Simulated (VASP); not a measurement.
# Ta5O (P4/mmm) in VASP: a series of runs, part 2 of 2

VASP 6.6.1.

## 3. Relaxation of cell and atoms, PBE

This run uses another cell than the first one, of 16.42 Å³/atom.

File INCAR:

```
SYSTEM = Ta5O
PREC = Accurate ; ENCUT = 600
EDIFF = 1E-6 ; ISMEAR = 0
SIGMA = 0.1 ; LREAL = .False.
LASPH = .True. ; NELM = 100
ALGO = Normal ; ISIF = 3
LWAVE = .False. ; LCHARG = .False.
GGA = PE ; IBRION = 2
NSW = 90 ; EDIFFG = -0.04
```

File KPOINTS:

```
Automatic mesh
0
Gamma
  6 6 2
  0 0 0
```

File POSCAR:

```
Ta5O
1.0
    2.8544970800      0.0000000000      0.0000000000
    0.0000000000      2.8544970800      0.0000000000
    0.0000000000      0.0000000000     12.0915577200
Ta O
5 1
Direct
    0.5000000000      0.5000000000      0.3344822800
    0.5000000000      0.5000000000      0.6655177200
    0.0000000000      0.0000000000      0.1759868000
    0.0000000000      0.0000000000      0.8240132000
    0.0000000000      0.0000000000      0.5000000000
    0.5000000000      0.5000000000      0.0000000000
```

Potentials or basis: VASP PAW PBE potentials, release 64 (Ta_pv, O).

Run with:

```bash
> cat potpaw_PBE.64/Ta_pv/POTCAR potpaw_PBE.64/O/POTCAR > POTCAR
> mpirun -np 1 vasp_std > vasp.out
```

OUTCAR:

```text
SYSTEM = Ta5O
   PREC = Accurate
   ENCUT = 600
   EDIFF = 1E-6
   ISMEAR = 0
   LREAL = .False.
   LASPH = .True.
   NELM = 100
   ISIF = 3
   GGA = PE
   IBRION = 2
   NSW = 90
   EDIFFG = -0.04

 ion  position               nearest neighbor table
   1  0.500  0.500  0.334-   3 2.78   3 2.78   3 2.78   3 2.78   5 2.84   5 2.84   5 2.84   5 2.84

   2  0.500  0.500  0.666-   4 2.78   4 2.78   4 2.78   4 2.78   5 2.84   5 2.84   5 2.84   5 2.84

   3  0.000  0.000  0.176-   1 2.78   1 2.78   1 2.78   1 2.78
   4  0.000  0.000  0.824-   2 2.78   2 2.78   2 2.78   2 2.78
   5  0.000  0.000  0.500-   1 2.84   2 2.84   1 2.84   2 2.84   1 2.84   2 2.84   1 2.84   2 2.84

   6  0.500  0.500  0.000-

  LATTYP: Found a simple tetragonal cell.
 ALAT       =     2.8544970800
 C/A-ratio  =     4.2359678014

  Lattice vectors:

 A1 = (   2.8544970800,   0.0000000000,   0.0000000000)
 A2 = (   0.0000000000,   2.8544970800,   0.0000000000)
 A3 = (   0.0000000000,   0.0000000000,  12.0915577200)

Analysis of symmetry for initial positions (statically):
=====================================================================
 Subroutine PRICEL returns:
 Original cell was already a primitive cell.

 Routine SETGRP: Setting up the symmetry group for a
 simple tetragonal supercell.

 Subroutine GETGRP returns: Found 16 space group operations
 (whereof 16 operations were pure point group operations)
 out of a pool of 16 trial point group operations.

The static configuration has the point symmetry D_4h.

Analysis of symmetry for dynamics (positions and initial velocities):
=====================================================================
 Subroutine PRICEL returns:
 Original cell was already a primitive cell.

 Routine SETGRP: Setting up the symmetry group for a
 simple tetragonal supercell.

 Subroutine GETGRP returns: Found 16 space group operations
 (whereof 16 operations were pure point group operations)
 out of a pool of 16 trial point group operations.

The dynamic configuration has the point symmetry D_4h.

 Subroutine INISYM returns: Found 16 space group operations
 (whereof 16 operations are pure point group operations),
 and found     1 'primitive' translations

----------------------------------------------------------------------------------------

                                     Primitive cell

  volume of cell :      98.5239

  direct lattice vectors                    reciprocal lattice vectors
     2.854497080  0.000000000  0.000000000     0.350324408  0.000000000  0.000000000
     0.000000000  2.854497080  0.000000000     0.000000000  0.350324408  0.000000000
     0.000000000  0.000000000 12.091557720     0.000000000  0.000000000  0.082702330

  length of vectors
     2.854497080  2.854497080 12.091557720     0.350324408  0.350324408  0.082702330

  position of ions in fractional coordinates (direct lattice)
     0.500000000  0.500000000  0.334482280
     0.500000000  0.500000000  0.665517720
     0.000000000  0.000000000  0.175986800
     0.000000000  0.000000000  0.824013200
     0.000000000  0.000000000  0.500000000
     0.500000000  0.500000000  0.000000000

  ion indices of the primitive-cell ions
[... 32 lines left out ...]
 Found     20 irreducible k-points:

 Following reciprocal coordinates:
            Coordinates               Weight
  0.000000  0.000000  0.000000      1.000000
  0.166667  0.000000  0.000000      4.000000
  0.333333  0.000000  0.000000      4.000000
  0.500000  0.000000  0.000000      2.000000
  0.166667  0.166667  0.000000      4.000000
  0.333333  0.166667  0.000000      8.000000
[... 12 lines left out ...]
  0.500000  0.333333  0.500000      4.000000
  0.500000  0.500000  0.500000      1.000000
   k-points           NKPTS =     20   k-points in BZ     NKDIM =     20   number of bands    NBANDS=     36
   number of dos      NEDOS =    301   number of ions     NIONS =      6
   total plane-waves  NPLWV =  56448
   dimension x,y,z NGX =    24 NGY =   24 NGZ =   98
   dimension x,y,z NGXF=    48 NGYF=   48 NGZF=  196
   ions per type =               5   1
   NGX,Y,Z   is equivalent  to a cutoff of  13.98, 13.98, 13.47 a.u.
   NGXF,Y,Z  is equivalent  to a cutoff of  27.96, 27.96, 26.95 a.u.
 SYSTEM =  Ta5O
   PREC   = accura    normal or accurate (medium, high low for compatibility)
   ISTART =      0    job   : 0-new  1-cont  2-samecut
   ICHARG =      2    charge: 1-file 2-atom 10-const
   ISPIN  =      1    spin polarized calculation?
   LNONCOLLINEAR =      F non collinear calculations
   LSORBIT =      F    spin-orbit coupling
   LASPH  =      T    aspherical Exc in radial PAW
   ENCUT  =  600.0 eV  44.10 Ry    6.64 a.u.   5.70  5.70 24.15*2*pi/ulx,y,z
   NELM   =    100;   NELMIN=  2; NELMDL= -5     # of ELM steps
   EDIFF  = 0.1E-05   stopping-criterion for ELM
   LREAL  =      F    real-space projection
   EDIFFG = -.4E-01   stopping-criterion for IOM
   NSW    =     90    number of steps for IOM
   IBRION =      2    ionic relax: 0-MD 1-quasi-New 2-CG
   NFREE  =      1    steps in history (QN), initial steepest desc. (CG)
   ISIF   =      3    stress and relaxation
   ISYM   =      2    0-nonsym 1-usesym 2-fastsym
   POTIM  = 0.5000    time-step for ionic-motion
   TEBEG  =    0.0;   TEEND  =   0.0 temperature during run
   PSTRESS=    0.0 pullay stress
   NELECT =      61.0000    total number of electrons
   NUPDOWN=      -1.0000    fix difference up-down
   EMIN   =  10.00;   EMAX   =-10.00  energy-range for DOS
   EFERMI =   0.00;   METHOD = LEGACY
   ISMEAR =     0;   SIGMA  =   0.10  broadening in eV -4-tet -1-fermi 0-gaus
   EFERMI_NEDOS =   21; number of points for ismear=-14 and -15
   IALGO  =     38    algorithm
   IMIX   =      4    mixing-type and parameters
     AMIX     =   0.40;   BMIX     =  1.00
     AMIX_MAG =   1.60;   BMIX_MAG =  1.00
  volume/ion in A,a.u.               =      16.42       110.81
  Fermi-wavevector in a.u.,A,eV,Ry     =   1.395311  2.636755 26.489077  1.946892
  Thomas-Fermi vector in A             =   2.518775
   LORBIT       =      0    0 simple, 1 ext, 2 COOP (PROOUT), +10 PAW based schemes
   GGA     = PE    functional components
   LHFCALC =     F    Hartree Fock is set to
   AEXX    =    0.0000 exact exchange contribution
   IVDW    =     0    specifies the selected vdW correction
   LEPSILON=     F    determine dielectric tensor
   LRPA    =     F    only Hartree local field effects (RPA)
 conjugate gradient relaxation of ions
 non-spin polarized calculation
 Gauss-broadening in eV      SIGMA  =   0.10
  energy-cutoff  :      600.00
  volume of cell :       98.52
 maximum number of plane-waves:      3332
 NGX is ok and might be reduce to    24
   NGX = 11   NGY = 11   NGZ = 49

--------------------------------------- Ionic step        1  -------------------------------------------

 number of electron      60.9999992 magnetization

 Free energy of the ion-electron system (eV)
  ---------------------------------------------------
  ext. energy  EPLUGINS =         0.00000000
  ---------------------------------------------------
  free energy    TOTEN  =       -61.45300835 eV

  energy without entropy =      -61.41461562  energy(sigma->0) =      -61.43381198

------------------------ aborting loop because EDIFF is reached ----------------------------------------

  FORCE on cell =-STRESS in cart. coord.  units (eV):
  Direction    XX          YY          ZZ          XY          YZ          ZX
  --------------------------------------------------------------------------------------
  -------------------------------------------------------------------------------------
  Total       12.8648773     12.8648773      5.0475506      0.0000000      0.0000000     -0.0000000
  in kB      209.2063057    209.2063057     82.0823535      0.0000000      0.0000000     -0.0000000
  external PRESSURE =     166.8316549 kB  Pullay stress =       0.0000000 kB
[... 101 lines left out ...]
  FREE ENERGIE OF THE ION-ELECTRON SYSTEM (eV)
  ---------------------------------------------------
  free  energy   TOTEN  =       -62.6079531652 eV

  energy  without entropy=      -62.5822451373  energy(sigma->0) =      -62.59509915

[... ionic steps 4 to 19 ...]

--------------------------------------- Ionic step       20  -------------------------------------------

 number of electron      61.0000009 magnetization

------------------------ aborting loop because EDIFF is reached ----------------------------------------
[... 75 lines left out ...]
--------------------------------------- Ionic step       22  -------------------------------------------

 number of electron      61.0000009 magnetization

 Free energy of the ion-electron system (eV)
  ---------------------------------------------------
  ext. energy  EPLUGINS =         0.00000000
  ---------------------------------------------------
  free energy    TOTEN  =       -65.46214784 eV

  energy without entropy =      -65.42709309  energy(sigma->0) =      -65.44462047

 E-fermi :   6.0178     XC(G=0): -12.6000

 val. band max:        6.0170456202   @ k =   0.3333   0.1667   0.5000
 cond. band min:       6.0197577393   @ k =   0.1667   0.1667   0.5000
 fundamental gap:      0.0027121192
 Fermi energy:         6.0178244855

 k-point     1 :       0.0000    0.0000    0.0000
  band No.  band energies     occupation
      1     -28.9186      2.00000
      2     -28.6570      2.00000
      3     -28.1213      2.00000
      4     -28.1213      2.00000
      5     -28.0986      2.00000
      6     -28.0986      2.00000
[... 802 lines left out ...]
  FREE ENERGIE OF THE ION-ELECTRON SYSTEM (eV)
  ---------------------------------------------------
  free  energy   TOTEN  =       -65.4621478431 eV

  energy  without entropy=      -65.4270930920  energy(sigma->0) =      -65.44462047

 reached required accuracy - stopping structural energy minimisation
```

Run time: 16 min. Hardware: 1 thread of AMD EPYC 9R45 (Zen 5), shared host; peak memory 0.24 GiB.

Results:

```
Free energy                           : -65.4621 eV
Relaxed volume                        : 16.13 Å³/atom
Relaxed cell                          : a = 2.782 Å, b = 2.782 Å, c = 12.506 Å, α = 90.00°, β = 90.00°, γ = 90.00°
Space group after relaxing (to 0.1 Å) : P4/mmm (No. 123)
Energy gained by relaxing             : 668.2 meV/atom
Ionic steps                           : 22
Pressure after relaxing               : 0.0 GPa
Largest force after relaxing          : 0.012 eV/Å
Band gap on the k mesh                : zero (an odd number of electrons rules out a gap without spin polarisation)
```

Forces in eV/Å, atoms in the order of the input:
```
Ta   0.000  0.000 -0.010
Ta   0.000  0.000  0.010
Ta   0.000  0.000  0.012
Ta   0.000  0.000 -0.012
Ta   0.000  0.000  0.000
O    0.000  0.000  0.000
```

Step by step:
| step | energy change (eV) | largest force (eV/Å) | pressure (GPa) | volume (Å³) |
| --- | --- | --- | --- | --- |
| 1 | 0.0000 | 5.0172 | 16.68 | 98.52 |
| 2 | 0.1426 | 0.6821 | -25.61 | 124.83 |
| 3 | -1.1549 | 2.4227 | -9.11 | 110.22 |
| 4 | -2.2141 | 1.3700 | -4.78 | 103.87 |
| 5 | -2.6121 | 1.2093 | 4.53 | 97.27 |
| 6 | -2.6771 | 0.8400 | -4.80 | 101.66 |
| 7 | -2.7331 | 0.7887 | -1.52 | 99.92 |
| 8 | -2.9236 | 0.6567 | -0.97 | 99.22 |
| 9 | -3.6606 | 0.6607 | 1.29 | 96.77 |
| 10 | -1.5113 | 2.8202 | 28.73 | 90.52 |
| 11 | -3.6093 | 1.3536 | 3.40 | 95.94 |
| 12 | -3.6196 | 1.2107 | 2.81 | 96.17 |
| 13 | -3.6746 | 1.3017 | 2.51 | 96.25 |
| 14 | -3.7015 | 1.3422 | 2.38 | 96.32 |
| 15 | -3.7459 | 1.2375 | 1.50 | 96.64 |
| 16 | -3.8490 | 0.9329 | -0.98 | 97.59 |
| 17 | -3.9319 | 0.3517 | -5.33 | 99.51 |
| 18 | -3.9942 | 0.1981 | -2.16 | 97.84 |
| 19 | -4.0082 | 0.0767 | 0.28 | 96.66 |
| 20 | -4.0082 | 0.0705 | 0.38 | 96.60 |
| 21 | -4.0087 | 0.0452 | 0.27 | 96.67 |
| 22 | -4.0091 | 0.0115 | 0.00 | 96.80 |

Final structure:
```xyz
6
Lattice="2.7821 0.0000 0.0000 0.0000 2.7821 0.0000 0.0000 0.0000 12.5059" Properties=species:S:1:pos:R:3 pbc="T T T"
Ta    1.3911    1.3911    3.8556
Ta    1.3911    1.3911    8.6504
Ta    2.7821    0.0000    1.5198
Ta    0.0000    2.7821   10.9862
Ta    2.7821    0.0000    6.2530
O     1.3911    1.3911    0.0000
```

Levels at points of the mesh, in eV from the Fermi level:
| k point | band 26 | band 27 | band 28 | band 29 | band 30 | band 31 | band 32 | band 33 | band 34 | band 35 |
| --- | --- | --- | --- | --- | --- | --- | --- | --- | --- | --- |
| (0.00, 0.00, 0.00) | -2.49 | -1.99 | -1.71 | -1.41 | -1.16 | 0.22 | 0.83 | 1.08 | 1.96 | 1.96 |
| (0.50, 0.00, 0.00) | -1.46 | -1.45 | -1.08 | -0.81 | -0.60 | -0.04 | 0.32 | 1.61 | 1.89 | 1.97 |
| (0.50, 0.50, 0.00) | -1.64 | -1.64 | -0.65 | -0.63 | -0.63 | -0.28 | 2.12 | 2.12 | 3.28 | 3.51 |
| (0.00, 0.00, 0.50) | -2.36 | -2.06 | -1.81 | -1.12 | -1.12 | 0.06 | 0.14 | 1.49 | 2.02 | 2.02 |
| (0.50, 0.00, 0.50) | -1.73 | -0.94 | -0.92 | -0.86 | -0.51 | 0.15 | 0.18 | 1.54 | 1.76 | 2.19 |
| (0.50, 0.50, 0.50) | -2.09 | -2.09 | -0.42 | -0.02 | 0.01 | 0.01 | 1.36 | 1.36 | 2.47 | 2.86 |

Caveat: the k points lie up to 0.38 Å⁻¹ apart in the final cell, too coarse for converged energies and pressures of a metal; spin-orbit coupling is left out, which moves the levels of the heavy elements.
